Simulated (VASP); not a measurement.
# Ti3Se (P-6m2) in VASP: a series of runs, part 2 of 3

VASP 6.6.1.

**4. Single point, PBEsol+U**

INCAR

```
SYSTEM = Ti3Se
PREC = Accurate ; ENCUT = 520
EDIFF = 1E-6 ; ISMEAR = -1
SIGMA = 0.05 ; LREAL = .False.
LASPH = .True. ; NELM = 150
ALGO = Normal ; ISIF = 2
LWAVE = .False. ; LCHARG = .False.
LMAXMIX = 4 ; LDAU = .True.
LDAUTYPE = 2 ; LDAUL = -1 2
LDAUU = 0 3 ; LDAUJ = 0 0
LDAUPRINT = 1 ; GGA = PS
NBANDS = 29
```

KPOINTS

```
Automatic mesh
0
Gamma
  10 10 4
  0 0 0
```

POSCAR

```
Ti3Se
1.0
    3.1974455988      0.0000000000      0.0000000000
   -1.5987227994      2.7690691158      0.0000000000
    0.0000000000      0.0000000000      7.9427450000
Se Ti
1 3
Direct
    0.0000000000      0.0000000000      0.0000000000
    0.6666666667      0.3333333333      0.5000000000
    0.3333333333      0.6666666667      0.7729020000
    0.3333333333      0.6666666667      0.2270980000
```

Potentials or basis: VASP PAW PBE potentials, release 64 (Se, Ti_sv).

Command:

```sh
$ cat potpaw_PBE.64/Se/POTCAR potpaw_PBE.64/Ti_sv/POTCAR > POTCAR
$ mpirun -np 1 vasp_std > vasp.out
```

OUTCAR:

```text
SYSTEM = Ti3Se
   PREC = Accurate
   ENCUT = 520
   EDIFF = 1E-6
   ISMEAR = -1
   LREAL = .False.
   LASPH = .True.
   NELM = 150
   ISIF = 2
   GGA = PS

 ion  position               nearest neighbor table
   1  0.000  0.000  0.000-   3 2.58   4 2.58   3 2.58   4 2.58   3 2.58   4 2.58
   2  0.667  0.333  0.500-   3 2.85   4 2.85   3 2.85   4 2.85   3 2.85   4 2.85
   3  0.333  0.667  0.773-   1 2.58   1 2.58   1 2.58   2 2.85   2 2.85   2 2.85
   4  0.333  0.667  0.227-   1 2.58   1 2.58   1 2.58   2 2.85   2 2.85   2 2.85

  LATTYP: Found a hexagonal cell.
 ALAT       =     3.1974455988
 C/A-ratio  =     2.4840907389

  Lattice vectors:

 A1 = (   3.1974455988,   0.0000000000,   0.0000000000)
 A2 = (  -1.5987227994,   2.7690691158,   0.0000000000)
 A3 = (   0.0000000000,   0.0000000000,   7.9427450000)

Analysis of symmetry for initial positions (statically):
=====================================================================
 Subroutine PRICEL returns:
 Original cell was already a primitive cell.

 Routine SETGRP: Setting up the symmetry group for a
 hexagonal supercell.

 Subroutine GETGRP returns: Found 12 space group operations
 (whereof 12 operations were pure point group operations)
 out of a pool of 24 trial point group operations.

The static configuration has the point symmetry D_3h.

Analysis of symmetry for dynamics (positions and initial velocities):
=====================================================================
 Subroutine PRICEL returns:
 Original cell was already a primitive cell.

 Routine SETGRP: Setting up the symmetry group for a
 hexagonal supercell.

 Subroutine GETGRP returns: Found 12 space group operations
 (whereof 12 operations were pure point group operations)
 out of a pool of 24 trial point group operations.

The dynamic configuration has the point symmetry D_3h.

 Subroutine INISYM returns: Found 12 space group operations
 (whereof 12 operations are pure point group operations),
 and found     1 'primitive' translations

----------------------------------------------------------------------------------------

                                     Primitive cell

  volume of cell :      70.3247

  direct lattice vectors                    reciprocal lattice vectors
     3.197445599  0.000000000  0.000000000     0.312749653  0.180566096  0.000000000
    -1.598722799  2.769069116  0.000000000     0.000000000  0.361132192  0.000000000
     0.000000000  0.000000000  7.942745000     0.000000000  0.000000000  0.125901058

  length of vectors
     3.197445599  3.197445599  7.942745000     0.361132192  0.361132192  0.125901058

  position of ions in fractional coordinates (direct lattice)
     0.000000000  0.000000000  0.000000000
     0.666666667  0.333333333  0.500000000
     0.333333333  0.666666667  0.772902000
[... 86 lines left out ...]
   ISIF   =      2    stress and relaxation
   ISYM   =      2    0-nonsym 1-usesym 2-fastsym
   POTIM  = 0.5000    time-step for ionic-motion
   TEBEG  =    0.0;   TEEND  =   0.0 temperature during run
   PSTRESS=    0.0 pullay stress
   NELECT =      42.0000    total number of electrons
   NUPDOWN=      -1.0000    fix difference up-down
   EMIN   =  10.00;   EMAX   =-10.00  energy-range for DOS
   EFERMI =   0.00;   METHOD = LEGACY
   ISMEAR =    -1;   SIGMA  =   0.05  broadening in eV -4-tet -1-fermi 0-gaus
   EFERMI_NEDOS =   21; number of points for ismear=-14 and -15
   IALGO  =     38    algorithm
   IMIX   =      4    mixing-type and parameters
     AMIX     =   0.40;   BMIX     =  1.00
     AMIX_MAG =   1.60;   BMIX_MAG =  1.00
  volume/ion in A,a.u.               =      17.58       118.64
  Fermi-wavevector in a.u.,A,eV,Ry     =   1.378654  2.605279 25.860428  1.900688
  Thomas-Fermi vector in A             =   2.503696
   LORBIT       =      0    0 simple, 1 ext, 2 COOP (PROOUT), +10 PAW based schemes
 LDA+U is selected, type is set to LDAUTYPE =  2
   angular momentum for each species LDAUL =    -1    2
   U (eV)           for each species LDAUU =   0.0  3.0
   J (eV)           for each species LDAUJ =   0.0  0.0
   GGA     = PS    functional components
   LHFCALC =     F    Hartree Fock is set to
   AEXX    =    0.0000 exact exchange contribution
   IVDW    =     0    specifies the selected vdW correction
   LEPSILON=     F    determine dielectric tensor
   LRPA    =     F    only Hartree local field effects (RPA)
 non-spin polarized calculation
  energy-cutoff  :      520.00
  volume of cell :       70.32
 maximum number of plane-waves:      1918
 NGX is ok and might be reduce to    24
   NGX = 11   NGY = 11   NGZ = 29

atom =   2  type =  2  l = 2

 onsite density matrix

spin component  1
[... 83 lines left out ...]
  o =  0.1502  v = -0.4123  0.0000  0.0000 -0.9110  0.0000  0.0000  0.0000  0.0000  0.0000  0.0000      0.0000  0.0000  0.0000  0.0000  0.0000  0.0000  0.0000  0.0000  0.0000  0.0000
  o =  0.1502  v =  0.0000  0.0000  0.0000  0.0000  0.0000 -0.4123  0.0000  0.0000 -0.9110  0.0000      0.0000  0.0000  0.0000  0.0000  0.0000  0.0000  0.0000  0.0000  0.0000  0.0000
  o =  0.1502  v =  0.0000 -0.9110  0.0000 -0.0000 -0.4123  0.0000  0.0000  0.0000  0.0000  0.0000      0.0000  0.0000  0.0000  0.0000  0.0000  0.0000  0.0000  0.0000  0.0000  0.0000
  o =  0.1502  v =  0.0000  0.0000  0.0000  0.0000  0.0000  0.0000 -0.9110  0.0000 -0.0000 -0.4123      0.0000  0.0000  0.0000  0.0000  0.0000  0.0000  0.0000  0.0000  0.0000  0.0000
  o =  0.1954  v =  0.0000  0.0000  0.0000  0.0000  0.0000  0.0000  0.0000  1.0000  0.0000 -0.0000      0.0000  0.0000  0.0000  0.0000  0.0000  0.0000  0.0000  0.0000  0.0000  0.0000
  o =  0.1954  v =  0.0000  0.0000  1.0000  0.0000 -0.0000  0.0000  0.0000  0.0000  0.0000  0.0000      0.0000  0.0000  0.0000  0.0000  0.0000  0.0000  0.0000  0.0000  0.0000  0.0000
  o =  0.2044  v = -0.9110  0.0000 -0.0000  0.4123 -0.0000  0.0000  0.0000  0.0000  0.0000  0.0000      0.0000  0.0000  0.0000  0.0000  0.0000  0.0000  0.0000  0.0000  0.0000  0.0000
  o =  0.2044  v =  0.0000  0.0000  0.0000  0.0000  0.0000 -0.9110  0.0000 -0.0000  0.4123 -0.0000      0.0000  0.0000  0.0000  0.0000  0.0000  0.0000  0.0000  0.0000  0.0000  0.0000
  o =  0.2044  v =  0.0000  0.4123 -0.0000 -0.0000 -0.9110  0.0000  0.0000  0.0000  0.0000  0.0000      0.0000  0.0000  0.0000  0.0000  0.0000  0.0000  0.0000  0.0000  0.0000  0.0000
  o =  0.2044  v =  0.0000  0.0000  0.0000  0.0000  0.0000  0.0000  0.4123 -0.0000 -0.0000 -0.9110      0.0000  0.0000  0.0000  0.0000  0.0000  0.0000  0.0000  0.0000  0.0000  0.0000

 number of electron      42.0000000 magnetization

 Free energy of the ion-electron system (eV)
  ---------------------------------------------------
  ext. energy  EPLUGINS =         0.00000000
  ---------------------------------------------------
  free energy    TOTEN  =       -24.19000730 eV

  energy without entropy =      -24.16665159  energy(sigma->0) =      -24.17832945

 E-fermi :   8.3377     XC(G=0): -11.5123

 val. band max:        8.3260522346   @ k =   0.3000   0.3000   0.5000
 cond. band min:       8.3436404078   @ k =   0.3000   0.2000   0.0000
 fundamental gap:      0.0175881732
 Fermi energy:         8.3376625255

 k-point     1 :       0.0000    0.0000    0.0000
  band No.  band energies     occupation
      1     -49.4094      2.00000
      2     -49.3903      2.00000
      3     -49.2328      2.00000
      4     -25.9567      2.00000
      5     -25.8724      2.00000
      6     -25.5764      2.00000
[... 757 lines left out ...]
     28      10.9823      0.00000
     29      11.1846      0.00000

 [... further k-points ...]

------------------------ aborting loop because EDIFF is reached ----------------------------------------

  FORCE on cell =-STRESS in cart. coord.  units (eV):
  Direction    XX          YY          ZZ          XY          YZ          ZX
  --------------------------------------------------------------------------------------
  -------------------------------------------------------------------------------------
  Total       -0.0782246     -0.0782246      0.7353418      0.0000000      0.0000000      0.0000000
  in kB       -1.7821588     -1.7821588     16.7529863      0.0000000      0.0000000      0.0000000
  external PRESSURE =       4.3962229 kB  Pullay stress =       0.0000000 kB

 VOLUME and BASIS-vectors are now :
 -----------------------------------------------------------------------------
  energy-cutoff  :      520.00
  volume of cell :       70.32
      direct lattice vectors                 reciprocal lattice vectors
     3.197445599  0.000000000  0.000000000     0.312749653  0.180566096  0.000000000
    -1.598722799  2.769069116  0.000000000     0.000000000  0.361132192  0.000000000
     0.000000000  0.000000000  7.942745000     0.000000000  0.000000000  0.125901058

 POSITION                                       TOTAL-FORCE (eV/Angst)
 -----------------------------------------------------------------------------------
      0.00000      0.00000      0.00000        -0.000000     -0.000000      0.000000
      1.59872      0.92302      3.97137         0.000000     -0.000000      0.000000
     -0.00000      1.84605      6.13896         0.000000     -0.000000      0.115233
     -0.00000      1.84605      1.80378        -0.000000      0.000000     -0.115233
 -----------------------------------------------------------------------------------
    total drift:                                0.000000     -0.000000     -0.000000

  FREE ENERGIE OF THE ION-ELECTRON SYSTEM (eV)
  ---------------------------------------------------
  free  energy   TOTEN  =       -24.1900073014 eV

  energy  without entropy=      -24.1666515915  energy(sigma->0) =      -24.17832945
```

OSZICAR:

```text
N       E                     dE             d eps       ncg     rms          rms(c)
DAV:   1     0.522647683430E+03    0.52265E+03   -0.21560E+04  2436   0.174E+03
DAV:   2     0.366806373899E+02   -0.48597E+03   -0.47542E+03  2461   0.520E+02
DAV:   3    -0.234331194911E+02   -0.60114E+02   -0.58832E+02  4136   0.153E+02
DAV:   4    -0.292927133822E+02   -0.58596E+01   -0.58326E+01  3611   0.440E+01
DAV:   5    -0.295914498759E+02   -0.29874E+00   -0.29853E+00  3630   0.868E+00    0.166E+01
DAV:   6    -0.245846498840E+02    0.50068E+01   -0.25542E+01  3477   0.441E+01    0.576E+00
DAV:   7    -0.254036916644E+02   -0.81904E+00   -0.13816E+01  4067   0.215E+01    0.104E+01
DAV:   8    -0.241852629942E+02    0.12184E+01   -0.11051E+01  3616   0.125E+01    0.273E+00
DAV:   9    -0.241836088859E+02    0.16541E-02   -0.42303E-01  3200   0.402E+00    0.981E-01
DAV:  10    -0.241886593291E+02   -0.50504E-02   -0.45910E-02  3551   0.182E+00    0.361E-01
DAV:  11    -0.241900791011E+02   -0.14198E-02   -0.82404E-03  3407   0.792E-01    0.987E-02
DAV:  12    -0.241900102703E+02    0.68831E-04   -0.13933E-03  3380   0.394E-01    0.317E-02
DAV:  13    -0.241900068694E+02    0.34008E-05   -0.15013E-04  3552   0.107E-01    0.985E-03
DAV:  14    -0.241900063297E+02    0.53970E-06   -0.12198E-05  3578   0.303E-02    0.760E-03
DAV:  15    -0.241900077895E+02   -0.14598E-05   -0.17797E-06  2514   0.139E-02    0.274E-03
DAV:  16    -0.241900073014E+02    0.48812E-06   -0.42032E-07  1728   0.532E-03
   1 F= -.24190007E+02 E0= -.24178329E+02  d E =-.233557E-01
```

Wall time 76 s (1 thread of Intel Xeon Platinum 8488C (Sapphire Rapids), shared host); peak memory 0.22 GiB.

What came out:

```
Free energy            : -24.1900 eV
Pressure               : 0.4 GPa
Largest force          : 0.115 eV/Å
Band gap on the k mesh : zero (bands 21 and 22 overlap by 0.70 eV)
```

Forces in eV/Å, atoms in the order of the input:
```
Se   0.000  0.000  0.000
Ti   0.000  0.000  0.000
Ti   0.000  0.000  0.115
Ti   0.000  0.000 -0.115
```

Stress tensor (GPa, compression positive):
```
-0.18  0.00  0.00
 0.00 -0.18  0.00
 0.00  0.00  1.68
```

Levels at points of the mesh, in eV from the Fermi level:
```
           k point  band 17  band 18  band 19  band 20  band 21  band 22  band 23  band 24  band 25  band 26
(0.00, 0.00, 0.00)    -1.45    -1.45    -0.48     0.16     0.16     0.39     0.39     0.81     1.06     1.53
(0.50, 0.00, 0.00)    -2.24    -1.84    -1.68    -0.96    -0.63     0.27     0.71     0.80     2.29     2.54
(0.00, 0.00, 0.50)    -1.51    -1.51    -0.72     0.39     0.48     0.48     0.61     0.61     1.09     1.09
(0.50, 0.00, 0.50)    -2.24    -1.69    -1.65    -1.07    -0.95     0.50     0.88     1.07     1.19     2.58
```

Eigenvalues of the final occupation matrices:
```
    site  spin  trace               eigenvalues
site 2 d     1   0.85  0.16 0.16 0.17 0.17 0.19
site 2 d     2   0.85  0.16 0.16 0.17 0.17 0.19
site 3 d     1   0.90  0.15 0.15 0.20 0.20 0.20
site 3 d     2   0.90  0.15 0.15 0.20 0.20 0.20
site 4 d     1   0.90  0.15 0.15 0.20 0.20 0.20
site 4 d     2   0.90  0.15 0.15 0.20 0.20 0.20
```

Caveat: the PAW data sets were made with another functional, which shifts forces and pressure a little; U without spin polarisation on a metal has little footing.

**5. Single point, PBEsol+U**

INCAR

```
SYSTEM = Ti3Se
  PREC = Accurate
  ENCUT = 520
  EDIFF = 1E-7
  ISMEAR = -1
  SIGMA = 0.05
  LREAL = .FALSE.
  LASPH = .TRUE.
  NELM = 150
  ALGO = Normal
  ISIF = 2
  LWAVE = .FALSE.
  LCHARG = .TRUE.
  LMAXMIX = 4
  LDAU = .TRUE.
  LDAUTYPE = 2
  LDAUL = -1 2
  LDAUU = 0 4
  LDAUJ = 0 0
  LDAUPRINT = 1
  GGA = PS
  LELF = .TRUE.
  LVHAR = .TRUE.
  NBANDS = 29
```

KPOINTS

```
regular mesh
0
G
  10 10 4
  0 0 0
```

POSCAR is that of step 4.

Potentials or basis: VASP PAW PBE potentials, release 64 (Se, Ti_sv).

Command:

```sh
$ cat potpaw_PBE.64/Se/POTCAR potpaw_PBE.64/Ti_sv/POTCAR > POTCAR
$ mpirun -np 1 vasp_std > vasp.out
```

OUTCAR:

```text
SYSTEM = Ti3Se
   PREC = Accurate
   ENCUT = 520
   EDIFF = 1E-7
   ISMEAR = -1
   LREAL = .FALSE.
   LASPH = .TRUE.
   NELM = 150
   ISIF = 2
   GGA = PS

 ion  position               nearest neighbor table
   1  0.000  0.000  0.000-   3 2.58   4 2.58   3 2.58   4 2.58   3 2.58   4 2.58
   2  0.667  0.333  0.500-   3 2.85   4 2.85   3 2.85   4 2.85   3 2.85   4 2.85
   3  0.333  0.667  0.773-   1 2.58   1 2.58   1 2.58   2 2.85   2 2.85   2 2.85
   4  0.333  0.667  0.227-   1 2.58   1 2.58   1 2.58   2 2.85   2 2.85   2 2.85

  LATTYP: Found a hexagonal cell.
 ALAT       =     3.1974455988
 C/A-ratio  =     2.4840907389

  Lattice vectors:

 A1 = (   3.1974455988,   0.0000000000,   0.0000000000)
 A2 = (  -1.5987227994,   2.7690691158,   0.0000000000)
 A3 = (   0.0000000000,   0.0000000000,   7.9427450000)

Analysis of symmetry for initial positions (statically):
=====================================================================
 Subroutine PRICEL returns:
 Original cell was already a primitive cell.

 Routine SETGRP: Setting up the symmetry group for a
[... 273 lines left out ...]
  energy without entropy =      -22.00375353  energy(sigma->0) =      -22.01545579

 E-fermi :   8.4801     XC(G=0): -11.5224

 val. band max:        8.4556325600   @ k =   0.3000   0.3000   0.5000
 cond. band min:       8.4860181680   @ k =   0.3000   0.2000   0.0000
 fundamental gap:      0.0303856080
 Fermi energy:         8.4801477740

 k-point     1 :       0.0000    0.0000    0.0000
  band No.  band energies     occupation
      1     -49.5924      2.00000
      2     -49.5741      2.00000
      3     -49.4123      2.00000
      4     -26.1274      2.00000
      5     -26.0469      2.00000
      6     -25.7474      2.00000
[... 757 lines left out ...]
     28      11.1330      0.00000
     29      11.3485      0.00000

 [... further k-points ...]

------------------------ aborting loop because EDIFF is reached ----------------------------------------

  FORCE on cell =-STRESS in cart. coord.  units (eV):
  Direction    XX          YY          ZZ          XY          YZ          ZX
  --------------------------------------------------------------------------------------
  -------------------------------------------------------------------------------------
  Total        0.5393044      0.5393044      1.6901563     -0.0000000     -0.0000000      0.0000000
  in kB       12.2867494     12.2867494     38.5061288     -0.0000000     -0.0000000      0.0000000
  external PRESSURE =      21.0265425 kB  Pullay stress =       0.0000000 kB

 VOLUME and BASIS-vectors are now :
 -----------------------------------------------------------------------------
  energy-cutoff  :      520.00
  volume of cell :       70.32
      direct lattice vectors                 reciprocal lattice vectors
     3.197445599  0.000000000  0.000000000     0.312749653  0.180566096  0.000000000
    -1.598722799  2.769069116  0.000000000     0.000000000  0.361132192  0.000000000
     0.000000000  0.000000000  7.942745000     0.000000000  0.000000000  0.125901058

 POSITION                                       TOTAL-FORCE (eV/Angst)
 -----------------------------------------------------------------------------------
      0.00000      0.00000      0.00000        -0.000000      0.000000      0.000000
      1.59872      0.92302      3.97137        -0.000000     -0.000000      0.000000
     -0.00000      1.84605      6.13896         0.000000     -0.000000      0.134361
     -0.00000      1.84605      1.80378         0.000000     -0.000000     -0.134361
 -----------------------------------------------------------------------------------
    total drift:                                0.000000     -0.000000     -0.000000

  FREE ENERGIE OF THE ION-ELECTRON SYSTEM (eV)
  ---------------------------------------------------
  free  energy   TOTEN  =       -22.0271580459 eV

  energy  without entropy=      -22.0037535318  energy(sigma->0) =      -22.01545579
```

OSZICAR:

```text
N       E                     dE             d eps       ncg     rms          rms(c)
DAV:   1     0.525082371959E+03    0.52508E+03   -0.21551E+04  2436   0.174E+03
DAV:   2     0.388028442351E+02   -0.48628E+03   -0.47575E+03  2456   0.521E+02
DAV:   3    -0.215802785953E+02   -0.60383E+02   -0.59094E+02  4146   0.154E+02
DAV:   4    -0.274692720117E+02   -0.58890E+01   -0.58640E+01  3624   0.441E+01
DAV:   5    -0.277659341072E+02   -0.29666E+00   -0.29648E+00  3617   0.859E+00    0.168E+01
DAV:   6    -0.223775493170E+02    0.53884E+01   -0.25401E+01  3469   0.448E+01    0.559E+00
DAV:   7    -0.230765302976E+02   -0.69898E+00   -0.12647E+01  4083   0.207E+01    0.951E+00
DAV:   8    -0.220185630579E+02    0.10580E+01   -0.92304E+00  3628   0.120E+01    0.282E+00
DAV:   9    -0.220211484564E+02   -0.25854E-02   -0.40114E-01  3147   0.410E+00    0.878E-01
DAV:  10    -0.220251536888E+02   -0.40052E-02   -0.46136E-02  3625   0.207E+00    0.374E-01
DAV:  11    -0.220272020415E+02   -0.20484E-02   -0.85790E-03  3192   0.828E-01    0.912E-02
DAV:  12    -0.220271286017E+02    0.73440E-04   -0.11311E-03  3732   0.272E-01    0.411E-02
DAV:  13    -0.220271545697E+02   -0.25968E-04   -0.22723E-04  3830   0.949E-02    0.140E-02
DAV:  14    -0.220271538452E+02    0.72451E-06   -0.20588E-05  3439   0.414E-02    0.983E-03
DAV:  15    -0.220271583426E+02   -0.44975E-05   -0.97930E-06  3151   0.238E-02    0.496E-03
DAV:  16    -0.220271581032E+02    0.23942E-06   -0.15042E-06  3510   0.112E-02    0.210E-03
DAV:  17    -0.220271580459E+02    0.57289E-07   -0.57259E-07  2664   0.451E-03
   1 F= -.22027158E+02 E0= -.22015456E+02  d E =-.234045E-01
```

Run time: 82 s. Hardware: 1 thread of Intel Xeon Platinum 8488C (Sapphire Rapids), shared host; peak memory 0.22 GiB.

Results:

* Free energy: -22.0272 eV
* Pressure: 2.1 GPa
* Largest force: 0.134 eV/Å
* Band gap on the k mesh: zero (bands 21 and 22 overlap by 0.75 eV)

Forces on the atoms (eV/Å):
```
Se   0.000  0.000  0.000
Ti   0.000  0.000  0.000
Ti   0.000  0.000  0.134
Ti   0.000  0.000 -0.134
```

Eigenvalues of the final occupation matrices:
| site | spin | trace | eigenvalues |
| --- | --- | --- | --- |
| site 2 d | 1 | 0.83 | 0.16 0.16 0.17 0.17 0.18 |
| site 2 d | 2 | 0.83 | 0.16 0.16 0.17 0.17 0.18 |
| site 3 d | 1 | 0.89 | 0.14 0.14 0.19 0.20 0.20 |
| site 3 d | 2 | 0.89 | 0.14 0.14 0.19 0.20 0.20 |
| site 4 d | 1 | 0.89 | 0.14 0.14 0.19 0.20 0.20 |
| site 4 d | 2 | 0.89 | 0.14 0.14 0.19 0.20 0.20 |

Caveat: the PAW data sets were made with another functional, which shifts forces and pressure a little; U without spin polarisation on a metal has little footing.

(Continued in part 3 of 3.)
